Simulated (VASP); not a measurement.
# MoS2 (Cm) in VASP: further runs

The runs below take MoS2 through single point, with PBE+D3(BJ).

All numbers are computed with VASP 6.6.1; they aren't measurements. Logs are shortened: lines on timing, memory, paths and dates and some standing lists are left out, and cuts for length are marked.

## Step 1: The cell of the first run

Symmetry: Cm, No. 8, monoclinic system. The conventional cell has a = 5.455 Å, b = 3.149 Å, c = 13.483 Å, α = 90.00°, β = 99.71°, γ = 90.00°. Within 2.8 Å of Mo (site symmetry m) lie 6 S at 2.08 to 2.61 Å. Mo (site symmetry m) has 6 S at 2.40 Å and 6 Mo at 3.15 Å within 3.2 Å. S (site symmetry m) has 3 Mo at 2.40 Å and 7 S at 3.13 to 3.15 Å within 3.2 Å. S (site symmetry m) has 3 Mo at 2.40 Å and 6 S at 3.15 Å within 3.2 Å. S (site symmetry m) has 3 Mo at 2.08 to 2.61 Å within 2.8 Å. S (site symmetry m) has 3 Mo at 2.40 Å and 7 S at 3.13 to 3.15 Å within 3.2 Å.

## Step 2: Single point, PBE+D3(BJ)

INCAR reads:

```
ALGO = Normal ; EDIFF = 1E-7
ENCUT = 520 ; GGA = PE
ISIF = 2 ; ISMEAR = 0
IVDW = 12 ; LASPH = True
LCHARG = True ; LELF = True
LREAL = False ; LVHAR = True
LWAVE = False ; NBANDS = 35
NELM = 60 ; PREC = Accurate
SIGMA = 0.05
```

KPOINTS reads:

```
k-points
0
Gamma
  10 10 2
```

POSCAR reads:

```
MoS2
1.0
   -3.1494847632      0.0000000000      0.0000000000
   -1.5747423816     -2.7275338138      0.0000000000
   -2.7557991678     -1.5910613914     13.2900638030
Mo S
2 4
Direct
   -0.0343875000     -0.0343875000      0.0589500000
   -0.3260541667     -0.3260541667      0.5589500000
   -0.0614925128     -0.0614925128      0.6768443076
    0.2301741539      0.2301741539      0.1768443076
   -0.2156158206     -0.2156158206      0.9410556924
    0.0760508461      0.0760508461      0.4410556924
```

Potentials or basis: VASP PAW PBE potentials, release 64 (Mo_sv, S).

Started as:

```console
$ cat potpaw_PBE.64/Mo_sv/POTCAR potpaw_PBE.64/S/POTCAR > POTCAR
$ mpirun -np 1 vasp_std > vasp.out
```

OUTCAR:

```text
EDIFF = 1E-7
   ENCUT = 520
   GGA = PE
   ISIF = 2
   ISMEAR = 0
   IVDW = 12
   LASPH = True
   LREAL = False
   NELM = 60
   PREC = Accurate
 IVDW          = 12

 ion  position               nearest neighbor table
   1  0.966  0.966  0.059-   5 2.08   4 2.40   4 2.40   4 2.40   5 2.61   5 2.61
   2  0.674  0.674  0.559-   6 2.40   6 2.40   3 2.40   3 2.40   3 2.40   6 2.40
   3  0.939  0.939  0.677-   2 2.40   2 2.40   2 2.40
   4  0.230  0.230  0.177-   1 2.40   1 2.40   1 2.40
   5  0.784  0.784  0.941-   1 2.08   1 2.61   1 2.61
   6  0.076  0.076  0.441-   2 2.40   2 2.40   2 2.40

  LATTYP: Found a base centered monoclinic cell.
 ALAT       =     5.4550676275
 B/A-ratio  =     0.5773502692
 C/A-ratio  =     2.4716520559
 COS(beta)  =    -0.1685782049

  Lattice vectors:

 A1 = (  -3.1494847632,   0.0000000000,   0.0000000000)
 A2 = (  -1.5747423816,  -2.7275338138,   0.0000000000)
 A3 = (   1.9684279770,   1.1364724224,  13.2900638030)

Analysis of symmetry for initial positions (statically):
=====================================================================
 Subroutine PRICEL returns:
 Original cell was already a primitive cell.

 Routine SETGRP: Setting up the symmetry group for a
 base centered monoclinic supercell.

 Subroutine GETGRP returns: Found  2 space group operations
 (whereof  2 operations were pure point group operations)
 out of a pool of  4 trial point group operations.

The static configuration has the point symmetry C_1h.

Analysis of symmetry for dynamics (positions and initial velocities):
=====================================================================
 Subroutine PRICEL returns:
 Original cell was already a primitive cell.

 Routine SETGRP: Setting up the symmetry group for a
 base centered monoclinic supercell.

 Subroutine GETGRP returns: Found  2 space group operations
 (whereof  2 operations were pure point group operations)
 out of a pool of  4 trial point group operations.

The dynamic configuration has the point symmetry C_1h.

 Subroutine INISYM returns: Found  2 space group operations
 (whereof  2 operations are pure point group operations),
 and found     1 'primitive' translations

----------------------------------------------------------------------------------------

                                     Primitive cell

  volume of cell :     114.1660

  direct lattice vectors                    reciprocal lattice vectors
    -3.149484763  0.000000000  0.000000000    -0.317512252  0.183315784 -0.043892440
    -1.574742382 -2.727533814  0.000000000     0.000000000 -0.366631568 -0.043892440
    -2.755799168 -1.591061391 13.290063803     0.000000000  0.000000000  0.075244184

  length of vectors
     3.149484763  3.149484763 13.665712616     0.369249581  0.369249581  0.075244184

  position of ions in fractional coordinates (direct lattice)
     0.965612500  0.965612500  0.058950000
     0.673945833  0.673945833  0.558950000
     0.938507487  0.938507487  0.676844308
     0.230174154  0.230174154  0.176844308
     0.784384179  0.784384179  0.941055692
     0.076050846  0.076050846  0.441055692

  ion indices of the primitive-cell ions
   primitive index   ion index
                 1           1
                 2           2
                 3           3
                 4           4
                 5           5
                 6           6

----------------------------------------------------------------------------------------

 KPOINTS: k-points

Automatic generation of k-mesh.
 Grid dimensions read from file:
 generate k-points for:   10   10    2

 Generating k-lattice:

  Cartesian coordinates                     Fractional coordinates (reciprocal lattice)
    -0.031751225  0.018331578 -0.004389244     0.100000000 -0.000000000 -0.000000000
     0.000000000 -0.036663157 -0.004389244     0.000000000  0.100000000  0.000000000
     0.000000000  0.000000000  0.037622092     0.000000000  0.000000000  0.500000000

  Length of vectors
     0.036924958  0.036924958  0.037622092

  Shift w.r.t. Gamma in fractional coordinates (k-lattice)
     0.000000000  0.000000000  0.000000000

 Subroutine IBZKPT returns following result:
 ===========================================

 Found     62 irreducible k-points:

 Following reciprocal coordinates:
            Coordinates               Weight
  0.000000  0.000000  0.000000      1.000000
  0.100000  0.000000  0.000000      4.000000
  0.200000  0.000000  0.000000      4.000000
  0.300000 -0.000000 -0.000000      4.000000
  0.400000  0.000000 -0.000000      4.000000
  0.500000 -0.000000  0.000000      2.000000
[... 16 lines left out ...]
  0.300000  0.300000 -0.000000      2.000000
  0.400000  0.300000 -0.000000      4.000000
 [... further k-points ...]
   k-points           NKPTS =     62   k-points in BZ     NKDIM =     62   number of bands    NBANDS=     35
   number of dos      NEDOS =    301   number of ions     NIONS =      6
   total plane-waves  NPLWV =  62208
   dimension x,y,z NGX =    24 NGY =   24 NGZ =  108
   dimension x,y,z NGXF=    48 NGYF=   48 NGZF=  216
   ions per type =               2   4
   NGX,Y,Z   is equivalent  to a cutoff of  12.67, 12.67, 13.14 a.u.
   NGXF,Y,Z  is equivalent  to a cutoff of  25.34, 25.34, 26.28 a.u.
 SYSTEM =  unknown system
   PREC   = accura    normal or accurate (medium, high low for compatibility)
   ISTART =      0    job   : 0-new  1-cont  2-samecut
   ICHARG =      2    charge: 1-file 2-atom 10-const
   ISPIN  =      1    spin polarized calculation?
   LNONCOLLINEAR =      F non collinear calculations
   LSORBIT =      F    spin-orbit coupling
   LASPH  =      T    aspherical Exc in radial PAW
   ENCUT  =  520.0 eV  38.22 Ry    6.18 a.u.   5.86  5.86 25.41*2*pi/ulx,y,z
   NELM   =     60;   NELMIN=  2; NELMDL= -5     # of ELM steps
   EDIFF  = 0.1E-06   stopping-criterion for ELM
   LREAL  =      F    real-space projection
   EDIFFG = 0.1E-05   stopping-criterion for IOM
   NSW    =      0    number of steps for IOM
   IBRION =     -1    ionic relax: 0-MD 1-quasi-New 2-CG
   NFREE  =      0    steps in history (QN), initial steepest desc. (CG)
   ISIF   =      2    stress and relaxation
   ISYM   =      2    0-nonsym 1-usesym 2-fastsym
   POTIM  = 0.5000    time-step for ionic-motion
   TEBEG  =    0.0;   TEEND  =   0.0 temperature during run
   PSTRESS=    0.0 pullay stress
   NELECT =      52.0000    total number of electrons
   NUPDOWN=      -1.0000    fix difference up-down
   EMIN   =  10.00;   EMAX   =-10.00  energy-range for DOS
   EFERMI =   0.00;   METHOD = LEGACY
   ISMEAR =     0;   SIGMA  =   0.05  broadening in eV -4-tet -1-fermi 0-gaus
   EFERMI_NEDOS =   21; number of points for ismear=-14 and -15
   IALGO  =     38    algorithm
   IMIX   =      4    mixing-type and parameters
     AMIX     =   0.40;   BMIX     =  1.00
     AMIX_MAG =   1.60;   BMIX_MAG =  1.00
  volume/ion in A,a.u.               =      19.03       128.41
  Fermi-wavevector in a.u.,A,eV,Ry     =   1.259593  2.380286 21.586670  1.586576
  Thomas-Fermi vector in A             =   2.393145
   LORBIT       =      0    0 simple, 1 ext, 2 COOP (PROOUT), +10 PAW based schemes
   GGA     = PE    functional components
   LHFCALC =     F    Hartree Fock is set to
   AEXX    =    0.0000 exact exchange contribution
   IVDW    =    12    specifies the selected vdW correction
   LEPSILON=     F    determine dielectric tensor
   LRPA    =     F    only Hartree local field effects (RPA)
 non-spin polarized calculation
 Gauss-broadening in eV      SIGMA  =   0.05
  energy-cutoff  :      520.00
  volume of cell :      114.17
 maximum number of plane-waves:      3099
   NGX = 11   NGY = 11   NGZ = 51

 number of electron      51.9999998 magnetization

 Free energy of the ion-electron system (eV)
  ---------------------------------------------------
  ext. energy  EPLUGINS =         0.00000000
  ---------------------------------------------------
  free energy    TOTEN  =       -41.91620581 eV

  energy without entropy =      -41.91491401  energy(sigma->0) =      -41.91555991

 E-fermi :   7.2028     XC(G=0): -10.3010

 val. band max:        7.1912068223   @ k =  -0.2000   0.2000   0.0000
 cond. band min:       7.2375380849   @ k =  -0.3000   0.3000   0.5000
 fundamental gap:      0.0463312626
 Fermi energy:         7.2028137016

 k-point     1 :       0.0000    0.0000    0.0000
  band No.  band energies     occupation
      1     -54.7670      2.00000
      2     -54.6638      2.00000
      3     -28.9976      2.00000
      4     -28.9341      2.00000
      5     -28.6859      2.00000
      6     -28.6858      2.00000
[... 27 lines left out ...]
     34       9.9860      0.00000
     35      12.3928      0.00000

 k-point     2 :       0.1000    0.0000    0.0000
  band No.  band energies     occupation
      1     -54.7629      2.00000
      2     -54.6597      2.00000
      3     -28.9982      2.00000
      4     -28.9262      2.00000
      5     -28.7264      2.00000
      6     -28.6950      2.00000
[... 27 lines left out ...]
     34      10.0223      0.00000
     35      13.0587      0.00000

 k-point     3 :       0.2000    0.0000    0.0000
  band No.  band energies     occupation
      1     -54.7521      2.00000
      2     -54.6490      2.00000
      3     -29.0065      2.00000
      4     -28.9053      2.00000
      5     -28.8312      2.00000
      6     -28.7190      2.00000
[... 27 lines left out ...]
     34      10.0920      0.00000
     35      13.9307      0.00000

 k-point     4 :       0.3000   -0.0000   -0.0000
  band No.  band energies     occupation
      1     -54.7388      2.00000
      2     -54.6357      2.00000
      3     -29.0362      2.00000
      4     -28.9585      2.00000
      5     -28.8794      2.00000
      6     -28.7576      2.00000
[... 27 lines left out ...]
     34      10.2681      0.00000
     35      13.8247      0.00000

 k-point     5 :       0.4000    0.0000   -0.0000
  band No.  band energies     occupation
      1     -54.7280      2.00000
      2     -54.6249      2.00000
      3     -29.0809      2.00000
      4     -29.0597      2.00000
      5     -28.8583      2.00000
      6     -28.7976      2.00000
[... 638 lines left out ...]
 k-point    22 :      -0.2000    0.2000    0.0000
  band No.  band energies     occupation
      1     -54.7326      2.00000
      2     -54.6296      2.00000
      3     -29.0163      2.00000
      4     -28.9800      2.00000
      5     -28.8673      2.00000
      6     -28.8001      2.00000
[... 27 lines left out ...]
     34      10.6563      0.00000
     35      14.1624      0.00000

 k-point    23 :       0.3000    0.3000   -0.0000
  band No.  band energies     occupation
      1     -54.7388      2.00000
      2     -54.6347      2.00000
      3     -29.1210      2.00000
      4     -28.9584      2.00000
      5     -28.8794      2.00000
      6     -28.7614      2.00000
[... 27 lines left out ...]
     34      10.3264      0.00000
     35      13.6647      0.00000

 k-point    24 :       0.4000    0.3000   -0.0000
  band No.  band energies     occupation
      1     -54.7314      2.00000
      2     -54.6272      2.00000
      3     -29.1599      2.00000
      4     -29.0117      2.00000
      5     -28.8648      2.00000
      6     -28.7825      2.00000
[... 27 lines left out ...]
     34      11.1224      0.00000
     35      13.3929      0.00000

 [... further k-points ...]

------------------------ aborting loop because EDIFF is reached ----------------------------------------

 Edisp (eV)   -2.38948

 E8    (eV) :    -0.9659

  FORCE on cell =-STRESS in cart. coord.  units (eV):
  Direction    XX          YY          ZZ          XY          YZ          ZX
  --------------------------------------------------------------------------------------
  -------------------------------------------------------------------------------------
  Total       3.85112     0.52735     5.08133     2.87848    -3.84899    -6.66665
  in kB      54.04572     7.40064    71.31011    40.39583   -54.01582   -93.55814
  external pressure =       44.25 kB  Pullay stress =        0.00 kB

 VOLUME and BASIS-vectors are now :
 -----------------------------------------------------------------------------
  energy-cutoff  :      520.00
  volume of cell :      114.17
      direct lattice vectors                 reciprocal lattice vectors
    -3.149484763  0.000000000  0.000000000    -0.317512252  0.183315784 -0.043892440
    -1.574742382 -2.727533814  0.000000000     0.000000000 -0.366631568 -0.043892440
    -2.755799168 -1.591061391 13.290063803     0.000000000  0.000000000  0.075244184

 POSITION                                       TOTAL-FORCE (eV/Angst)
 -----------------------------------------------------------------------------------
     -4.72423     -2.72753      0.78345        -2.819845     -1.628038      3.043523
     -4.72423     -2.72753      7.42848        -0.002209     -0.001275     -0.003057
     -6.29897     -3.63671      8.99530        -0.005483     -0.003166      0.009697
     -1.57474     -0.90918      2.35027        -0.725563     -0.418904      0.218303
     -6.29897     -3.63671     12.50669         3.553936      2.051866     -3.263747
     -1.57474     -0.90918      5.86166        -0.000836     -0.000482     -0.004719
 -----------------------------------------------------------------------------------
    total drift:                                0.000372      0.000215     -0.000366

  FREE ENERGIE OF THE ION-ELECTRON SYSTEM (eV)
  ---------------------------------------------------
  free  energy   TOTEN  =       -44.3056816574 eV

  energy  without entropy=      -44.3043898579  energy(sigma->0) =      -44.30503576
```

It took 3 min on 1 thread of AMD EPYC 9R45 (Zen 5), shared host; peak memory 0.33 GiB.

What came out:

```
Free energy                : -44.3057 eV
Pressure                   : 4.4 GPa
Largest force              : 5.243 eV/Å
Band gap on the k mesh     : zero (band 26 reaches 7.24 eV, above the bottom of band 27 at 7.18 eV)
Dispersion energy per atom : -0.398 eV
```

Forces on the atoms (eV/Å):
```
Mo  -2.820 -1.628  3.044
Mo  -0.002 -0.001 -0.003
S   -0.005 -0.003  0.010
S   -0.726 -0.419  0.218
S    3.554  2.052 -3.264
S   -0.001  0.000 -0.005
```

Stress tensor (GPa, compression positive):
```
 5.40  4.04 -9.36
 4.04  0.74 -5.40
-9.36 -5.40  7.13
```

Caveat: forces of over 1 eV/Å act on the atoms, so gaps and moduli don't describe the material at rest.

(Continued in part 2 of 2.)
